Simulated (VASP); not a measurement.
# KP2 (P-3m1) in VASP: notebook, part 2 of 3

VASP 6.6.1. Earlier steps stand in the parts before.

## Step 4: Single point, PBE+D3(BJ)

This run uses another cell than the first one, of 23.15 Å³/atom.

Contents of INCAR:

```
  PREC = Accurate
  ENCUT = 520
  EDIFF = 1E-6
  ISMEAR = 0
  SIGMA = 0.1
  LREAL = F
  LASPH = T
  NELM = 60
  ALGO = Normal
  ISIF = 2
  LWAVE = F
  LCHARG = F
  GGA = PE
  IVDW = 12
  NBANDS = 16
```

Contents of KPOINTS:

```
Automatic mesh
0
Gamma
  12 12 8
```

Contents of POSCAR:

```
KP2
1.0
    3.8114505592      0.0000000000      0.0000000000
   -1.9057252796      3.3008130095      0.0000000000
    0.0000000000      0.0000000000      5.5206401731
K P
1 2
Direct
    0.0000000000      0.0000000000      0.0000000000
    0.3333333333      0.6666666667      0.5713135703
    0.6666666667      0.3333333333      0.4286864297
```

Potentials or basis: VASP PAW PBE potentials, release 64 (K_sv, P).

Launch:

```console
> cat potpaw_PBE.64/K_sv/POTCAR potpaw_PBE.64/P/POTCAR > POTCAR
> mpirun -np 1 vasp_std > vasp.out
```

OUTCAR:

```text
PREC = Accurate
   ENCUT = 520
   EDIFF = 1E-6
   ISMEAR = 0
   LREAL = F
   LASPH = T
   NELM = 60
   ISIF = 2
   GGA = PE
   IVDW = 12
 IVDW          = 12

 ion  position               nearest neighbor table
   1  0.000  0.000  0.000-   2 3.23   3 3.23   2 3.23   3 3.23   3 3.23   2 3.23
   2  0.333  0.667  0.571-   3 2.34   3 2.34   3 2.34   1 3.23   1 3.23   1 3.23
   3  0.667  0.333  0.429-   2 2.34   2 2.34   2 2.34   1 3.23   1 3.23   1 3.23

  LATTYP: Found a hexagonal cell.
 ALAT       =     3.8114505592
 C/A-ratio  =     1.4484354676

  Lattice vectors:

 A1 = (   3.8114505592,   0.0000000000,   0.0000000000)
 A2 = (  -1.9057252796,   3.3008130095,   0.0000000000)
 A3 = (   0.0000000000,   0.0000000000,   5.5206401731)

Analysis of symmetry for initial positions (statically):
=====================================================================
 Subroutine PRICEL returns:
 Original cell was already a primitive cell.

 Routine SETGRP: Setting up the symmetry group for a
 hexagonal supercell.

 Subroutine GETGRP returns: Found 12 space group operations
 (whereof 12 operations were pure point group operations)
 out of a pool of 24 trial point group operations.

The static configuration has the point symmetry D_3d.

Analysis of symmetry for dynamics (positions and initial velocities):
=====================================================================
 Subroutine PRICEL returns:
 Original cell was already a primitive cell.

 Routine SETGRP: Setting up the symmetry group for a
 hexagonal supercell.

 Subroutine GETGRP returns: Found 12 space group operations
 (whereof 12 operations were pure point group operations)
 out of a pool of 24 trial point group operations.

The dynamic configuration has the point symmetry D_3d.

 Subroutine INISYM returns: Found 12 space group operations
 (whereof 12 operations are pure point group operations),
 and found     1 'primitive' translations

----------------------------------------------------------------------------------------

                                     Primitive cell

  volume of cell :      69.4545

  direct lattice vectors                    reciprocal lattice vectors
     3.811450559  0.000000000  0.000000000     0.262367302  0.151477832  0.000000000
    -1.905725280  3.300813010  0.000000000     0.000000000  0.302955665  0.000000000
     0.000000000  0.000000000  5.520640173     0.000000000  0.000000000  0.181138413

  length of vectors
     3.811450559  3.811450559  5.520640173     0.302955665  0.302955665  0.181138413

  position of ions in fractional coordinates (direct lattice)
     0.000000000  0.000000000  0.000000000
     0.333333333  0.666666667  0.571313570
     0.666666667  0.333333333  0.428686430

  ion indices of the primitive-cell ions
   primitive index   ion index
                 1           1
                 2           2
                 3           3

----------------------------------------------------------------------------------------

 KPOINTS: Automatic mesh

Automatic generation of k-mesh.
 Grid dimensions read from file:
 generate k-points for:   12   12    8

 Generating k-lattice:

  Cartesian coordinates                     Fractional coordinates (reciprocal lattice)
     0.021863942  0.012623153  0.000000000     0.083333333  0.000000000  0.000000000
     0.000000000  0.025246305  0.000000000     0.000000000  0.083333333  0.000000000
     0.000000000  0.000000000  0.022642302     0.000000000  0.000000000  0.125000000

  Length of vectors
     0.025246305  0.025246305  0.022642302

  Shift w.r.t. Gamma in fractional coordinates (k-lattice)
     0.000000000  0.000000000  0.000000000

 Subroutine IBZKPT returns following result:
 ===========================================

 Found    131 irreducible k-points:

 Following reciprocal coordinates:
            Coordinates               Weight
  0.000000  0.000000  0.000000      1.000000
  0.083333  0.000000  0.000000      6.000000
  0.166667  0.000000  0.000000      6.000000
  0.250000 -0.000000  0.000000      6.000000
  0.333333  0.000000  0.000000      6.000000
  0.416667  0.000000  0.000000      6.000000
[... 16 lines left out ...]
  0.166667  0.000000  0.125000      6.000000
  0.000000  0.166667  0.125000      6.000000
 [... further k-points ...]
   k-points           NKPTS =    131   k-points in BZ     NKDIM =    131   number of bands    NBANDS=     16
   number of dos      NEDOS =    301   number of ions     NIONS =      3
   total plane-waves  NPLWV =  32928
   dimension x,y,z NGX =    28 NGY =   28 NGZ =   42
   dimension x,y,z NGXF=    56 NGYF=   56 NGZF=   84
   ions per type =               1   2
   NGX,Y,Z   is equivalent  to a cutoff of  12.21, 12.21, 12.65 a.u.
   NGXF,Y,Z  is equivalent  to a cutoff of  24.43, 24.43, 25.30 a.u.
 SYSTEM =  unknown system
   PREC   = accura    normal or accurate (medium, high low for compatibility)
   ISTART =      0    job   : 0-new  1-cont  2-samecut
   ICHARG =      2    charge: 1-file 2-atom 10-const
   ISPIN  =      1    spin polarized calculation?
   LNONCOLLINEAR =      F non collinear calculations
   LSORBIT =      F    spin-orbit coupling
   LASPH  =      T    aspherical Exc in radial PAW
   ENCUT  =  520.0 eV  38.22 Ry    6.18 a.u.   7.09  7.09 10.26*2*pi/ulx,y,z
   NELM   =     60;   NELMIN=  2; NELMDL= -5     # of ELM steps
   EDIFF  = 0.1E-05   stopping-criterion for ELM
   LREAL  =      F    real-space projection
   EDIFFG = 0.1E-04   stopping-criterion for IOM
   NSW    =      0    number of steps for IOM
   IBRION =     -1    ionic relax: 0-MD 1-quasi-New 2-CG
   NFREE  =      0    steps in history (QN), initial steepest desc. (CG)
   ISIF   =      2    stress and relaxation
   ISYM   =      2    0-nonsym 1-usesym 2-fastsym
   POTIM  = 0.5000    time-step for ionic-motion
   TEBEG  =    0.0;   TEEND  =   0.0 temperature during run
   PSTRESS=    0.0 pullay stress
   NELECT =      19.0000    total number of electrons
   NUPDOWN=      -1.0000    fix difference up-down
   EMIN   =  10.00;   EMAX   =-10.00  energy-range for DOS
   EFERMI =   0.00;   METHOD = LEGACY
   ISMEAR =     0;   SIGMA  =   0.10  broadening in eV -4-tet -1-fermi 0-gaus
   EFERMI_NEDOS =   21; number of points for ismear=-14 and -15
   IALGO  =     38    algorithm
   IMIX   =      4    mixing-type and parameters
     AMIX     =   0.40;   BMIX     =  1.00
     AMIX_MAG =   1.60;   BMIX_MAG =  1.00
  volume/ion in A,a.u.               =      23.15       156.23
  Fermi-wavevector in a.u.,A,eV,Ry     =   1.062737  2.008282 15.366556  1.129410
  Thomas-Fermi vector in A             =   2.198198
   LORBIT       =      0    0 simple, 1 ext, 2 COOP (PROOUT), +10 PAW based schemes
   GGA     = PE    functional components
   LHFCALC =     F    Hartree Fock is set to
   AEXX    =    0.0000 exact exchange contribution
   IVDW    =    12    specifies the selected vdW correction
   LEPSILON=     F    determine dielectric tensor
   LRPA    =     F    only Hartree local field effects (RPA)
 non-spin polarized calculation
 Gauss-broadening in eV      SIGMA  =   0.10
  energy-cutoff  :      520.00
  volume of cell :       69.45
 maximum number of plane-waves:      1914
   NGX = 15   NGY = 15   NGZ = 21

 number of electron      19.0000000 magnetization

 Free energy of the ion-electron system (eV)
  ---------------------------------------------------
  ext. energy  EPLUGINS =         0.00000000
  ---------------------------------------------------
  free energy    TOTEN  =       -12.14748503 eV

  energy without entropy =      -12.14022981  energy(sigma->0) =      -12.14385742

 E-fermi :   4.3714     XC(G=0):  -9.0191

 val. band max:        4.3672930076   @ k =   0.2500   0.0833   0.1250
 cond. band min:       4.3767515393   @ k =  -0.0833   0.3333   0.3750
 fundamental gap:      0.0094585317
 Fermi energy:         4.3713851602

 k-point     1 :       0.0000    0.0000    0.0000
  band No.  band energies     occupation
      1     -26.6496      2.00000
      2     -10.2330      2.00000
      3     -10.0106      2.00000
      4     -10.0106      2.00000
      5      -9.6947      2.00000
      6      -1.8287      2.00000
[... 433 lines left out ...]
      3     -10.1372      2.00000
      4     -10.0332      2.00000
      5      -9.2591      2.00000
      6      -2.5771      2.00000
[... 8 lines left out ...]
     15       9.9264      0.00000
     16      10.1586      0.00000

 [... further k-points ...]

------------------------ aborting loop because EDIFF is reached ----------------------------------------

 Edisp (eV)   -0.95802

 E8    (eV) :    -0.4173

  FORCE on cell =-STRESS in cart. coord.  units (eV):
  Direction    XX          YY          ZZ          XY          YZ          ZX
  --------------------------------------------------------------------------------------
  -------------------------------------------------------------------------------------
  Total      -0.02354    -0.02354     0.02103     0.00000     0.00000     0.00000
  in kB      -0.54293    -0.54293     0.48513     0.00000     0.00000     0.00000
  external pressure =       -0.20 kB  Pullay stress =        0.00 kB

 VOLUME and BASIS-vectors are now :
 -----------------------------------------------------------------------------
  energy-cutoff  :      520.00
  volume of cell :       69.45
      direct lattice vectors                 reciprocal lattice vectors
     3.811450559  0.000000000  0.000000000     0.262367302  0.151477832  0.000000000
    -1.905725280  3.300813010  0.000000000     0.000000000  0.302955665  0.000000000
     0.000000000  0.000000000  5.520640173     0.000000000  0.000000000  0.181138413

 POSITION                                       TOTAL-FORCE (eV/Angst)
 -----------------------------------------------------------------------------------
      0.00000      0.00000      0.00000        -0.000000      0.000000      0.000000
     -0.00000      2.20054      3.15402         0.000000      0.000000     -0.017740
      1.90573      1.10027      2.36662        -0.000000     -0.000000      0.017740
 -----------------------------------------------------------------------------------
    total drift:                               -0.000000     -0.000000     -0.000000

  FREE ENERGIE OF THE ION-ELECTRON SYSTEM (eV)
  ---------------------------------------------------
  free  energy   TOTEN  =       -13.1055088435 eV

  energy  without entropy=      -13.0982536319  energy(sigma->0) =      -13.10188124
```

OSZICAR:

```text
N       E                     dE             d eps       ncg     rms          rms(c)
DAV:   1     0.923170579584E+02    0.92317E+02   -0.82576E+03  4192   0.104E+03
DAV:   2    -0.755167392235E+01   -0.99869E+02   -0.96018E+02  5384   0.241E+02
DAV:   3    -0.122148203632E+02   -0.46631E+01   -0.46329E+01  6440   0.434E+01
DAV:   4    -0.123558450829E+02   -0.14102E+00   -0.14100E+00  6416   0.653E+00
DAV:   5    -0.123578274341E+02   -0.19824E-02   -0.19823E-02  6392   0.677E-01    0.739E+00
DAV:   6    -0.121964511624E+02    0.16138E+00   -0.15407E-01  5552   0.233E+00    0.476E+00
DAV:   7    -0.121470230879E+02    0.49428E-01   -0.27730E-01  5704   0.277E+00    0.803E-01
DAV:   8    -0.121471758114E+02   -0.15272E-03   -0.39343E-02  5400   0.137E+00    0.165E-01
DAV:   9    -0.121473115538E+02   -0.13574E-03   -0.11734E-03  5896   0.220E-01    0.819E-02
DAV:  10    -0.121474730870E+02   -0.16153E-03   -0.32188E-04  6048   0.975E-02    0.280E-02
DAV:  11    -0.121474845736E+02   -0.11487E-04   -0.42457E-05  5944   0.407E-02    0.883E-03
DAV:  12    -0.121474850265E+02   -0.45294E-06   -0.23162E-06  5616   0.117E-02
   1 F= -.13105509E+02 E0= -.13101881E+02  d E =-.725521E-02
```

stdout:

```text
POSCAR found type information on POSCAR K P
 POSCAR found :  2 types and       3 ions
 scaLAPACK will be used
 LDA part: xc-table for (Slater+PW92), standard interpolation
 POSCAR, INCAR and KPOINTS ok, starting setup
 FFT: planning ... GRIDC
 FFT: planning ... GRID_SOFT
 FFT: planning ... GRID
 WAVECAR not read
 entering main loop
```

Wall time 2.1 min (1 thread of Intel Xeon Platinum 8259CL at 2.50GHz (Skylake/Cascade Lake), shared host); peak memory 0.27 GiB.

Results:

```
Free energy                : -13.1055 eV
Pressure                   : 0.0 GPa
Largest force              : 0.018 eV/Å
Band gap on the k mesh     : zero (an odd number of electrons rules out a gap without spin polarisation)
Dispersion energy per atom : -0.319 eV
```

Forces on the atoms (eV/Å):
```
K    0.000  0.000  0.000
P    0.000  0.000 -0.018
P    0.000  0.000  0.018
```

Stress tensor (GPa, compression positive):
```
-0.05  0.00  0.00
 0.00 -0.05  0.00
 0.00  0.00  0.05
```

Caveat: an odd number of electrons without spin polarisation forces a metal; a magnetic or distorted state may lie lower.

## Step 5: Relaxation of cell and atoms, PBE+D3(BJ)

This run uses another cell than the first one, of 36.44 Å³/atom.

Contents of INCAR:

```
SYSTEM = KP2
ALGO     = Normal         ! electronic algorithm
EDIFF    = 1E-6           ! SCF threshold, eV
EDIFFG   = -0.04          ! ionic threshold
ENCUT    = 600            ! plane-wave cutoff, eV
GGA      = PE             ! functional
IBRION   = 2              ! ionic algorithm
ISIF     = 3              ! what is computed and relaxed
ISMEAR   = 0              ! smearing method
IVDW     = 12             ! dispersion correction
LASPH    = .TRUE.         ! aspherical terms in the spheres
LCHARG   = .FALSE.        ! write CHGCAR
LREAL    = .FALSE.        ! projectors in reciprocal space
LWAVE    = .FALSE.        ! write WAVECAR
NELM     = 100            ! most SCF steps
NSW      = 90             ! ionic steps
PREC     = Accurate       ! precision mode
SIGMA    = 0.1            ! smearing width, eV
```

Contents of KPOINTS:

```
k-points
0
G
  6 6 4
  0 0 0
```

Contents of POSCAR:

```
KP2
1.0
    4.5825000000      0.0000000000      0.0000000000
   -2.2912500000      3.9685614100      0.0000000000
    0.0000000000      0.0000000000      6.0111077100
K P
1 2
Direct
    0.0000000000      0.0000000000      0.0000000000
    0.3333333300      0.6666666700      0.6859946700
    0.6666666700      0.3333333300      0.3140053300
```

Launch:

```console
> cat potpaw_PBE.64/K_sv/POTCAR potpaw_PBE.64/P/POTCAR > POTCAR
> mpirun -np 1 vasp_std > vasp.out
```

It took 13 min on 1 thread of Intel Xeon Platinum 8259CL at 2.50GHz (Skylake/Cascade Lake), shared host; peak memory 0.32 GiB.

The run converged. Its results:

| Item | Value |
| --- | --- |
| Free energy | -13.1149 eV |
| Relaxed volume | 23.34 Å³/atom |
| Relaxed cell | a = 3.800 Å, b = 3.800 Å, c = 5.601 Å, α = 90.00°, β = 90.00°, γ = 120.00° |
| Space group after relaxing (to 0.1 Å) | P-3m1 (No. 164) |
| Energy gained by relaxing | 1554.9 meV/atom |
| Ionic steps | 26 |
| Pressure after relaxing | 0.0 GPa |
| Largest force after relaxing | 0.031 eV/Å |
| Band gap on the k mesh | zero (an odd number of electrons rules out a gap without spin polarisation) |
| Dispersion energy per atom | -0.317 eV |

Forces on the atoms (eV/Å):
```
K    0.000  0.000  0.000
P    0.000  0.000  0.031
P    0.000  0.000 -0.031
```

Step by step:
| step | energy change (eV) | largest force (eV/Å) | pressure (GPa) | volume (Å³) |
| --- | --- | --- | --- | --- |
| 1 | 0.0000 | 2.4019 | -5.68 | 109.32 |
| 2 | -1.4589 | 3.0471 | -5.87 | 90.00 |
| 3 | -1.8575 | 1.1847 | 34.23 | 44.45 |
| 4 | -2.5207 | 3.4399 | 0.41 | 66.56 |
| 5 | -2.7958 | 3.2533 | 10.92 | 54.90 |
| 6 | -3.3668 | 0.9461 | 12.52 | 53.75 |
| 7 | -3.3750 | 0.7082 | 12.78 | 53.62 |
| 8 | -3.8690 | 0.5958 | 4.83 | 60.08 |
| 9 | -4.1222 | 0.5860 | -1.35 | 68.83 |
| 10 | -4.1368 | 0.6159 | -2.62 | 71.60 |
| 11 | -4.3437 | 0.3579 | -1.82 | 71.29 |
| 12 | -4.4982 | 0.2540 | 0.23 | 70.34 |
| 13 | -4.4982 | 0.2898 | 0.35 | 70.28 |
| 14 | -4.5082 | 0.2473 | 0.11 | 70.80 |
| 15 | -4.5222 | 0.3424 | -0.33 | 71.61 |
| 16 | -4.5693 | 0.6050 | -1.67 | 73.20 |
| 17 | -4.5852 | 0.5338 | -3.29 | 76.25 |
| 18 | -4.6090 | 0.0944 | -2.49 | 74.69 |
| 19 | -4.6126 | 0.0500 | -2.49 | 74.67 |
| 20 | -4.6209 | 0.0981 | -2.50 | 74.63 |
| 21 | -4.6179 | 0.4975 | -2.53 | 74.50 |
| 22 | -4.6230 | 0.2544 | -2.50 | 74.58 |
| 23 | -4.6296 | 0.2340 | -2.31 | 74.20 |
| 24 | -4.6460 | 0.1691 | -1.73 | 73.05 |
| 25 | -4.6636 | 0.0236 | -0.48 | 70.79 |
| 26 | -4.6648 | 0.0310 | -0.03 | 70.03 |

Final structure:
```
K P
1.0
     3.79975    0.00000    0.00000
    -1.89988    3.29068    0.00000
     0.00000    0.00000    5.60062
K P
1 2
Cartesian
  0.0000 0.0000 0.0000
  0.0000 2.1938 3.2057
  1.8999 1.0969 2.3949
```

Levels at points of the mesh, in eV from the Fermi level:
| k point | band 6 | band 7 | band 8 | band 9 | band 10 | band 11 | band 12 | band 13 |
| --- | --- | --- | --- | --- | --- | --- | --- | --- |
| (0.00, 0.00, 0.00) | -7.03 | -4.08 | -4.08 | -2.28 | -2.22 | 0.33 | 0.33 | 2.85 |
| (0.50, 0.00, 0.00) | -10.91 | -5.35 | -4.96 | -2.76 | -1.54 | 1.61 | 1.95 | 2.17 |
| (0.00, 0.00, 0.50) | -7.61 | -4.05 | -4.05 | -2.48 | -0.56 | 0.12 | 0.12 | 1.62 |
| (0.50, 0.00, 0.50) | -10.79 | -5.41 | -4.75 | -3.37 | -1.30 | 1.72 | 2.75 | 3.20 |

Caveat: the volume moved by over 15 % at a fixed basis, so the end points are rough; an odd number of electrons without spin polarisation forces a metal; a magnetic or distorted state may lie lower.

[end of part 2 of 3]

The gap in the log of VASP goes by the Fermi energy; the results here count the filled bands.